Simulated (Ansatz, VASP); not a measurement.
Pt in VASP and in Ansatz

```
Pt
1.0
     2.85240    0.00000    0.00000
    -1.42620    2.47025    0.00000
     0.00000    0.00000    4.62850
Pt
2
Direct
  0.66667 0.33333 0.75000
  0.33333 0.66667 0.25000
```

Alike in both runs: task single point; functional PBEsol; k mesh 18 × 18 × 10; occupations gaussian, width 0.15 eV; no spin polarisation.

```csv
,VASP,Ansatz
version,VASP 6.6.1,Ansatz 0.2.0
potentials or method,"VASP PAW PBE potentials, release 64 (Pt), cutoff 520 eV","scalar-relativistic, plane waves, PAW"
valence electrons in the cell,20,36
```

```tsv
	VASP	Ansatz	Ansatz less VASP
gap on the k mesh at the Fermi level (eV)	none	none	-
pressure (GPa)	-17.5	-17.1	+0.36
traceless stress, the component that is largest in VASP (GPa)	4.77	4.84	+0.066
```

VASP's potentials were made for PBE, not for PBEsol. A gap of «none» marks a metal or a gap that the smearing closes. The functional is the same, so the differences come from potentials, cutoffs and numerics. VASP's potentials hold 20 valence electrons a cell and Ansatz's 36, so a difference there can come from the potentials and not from the codes.

Spin-orbit coupling is off throughout.
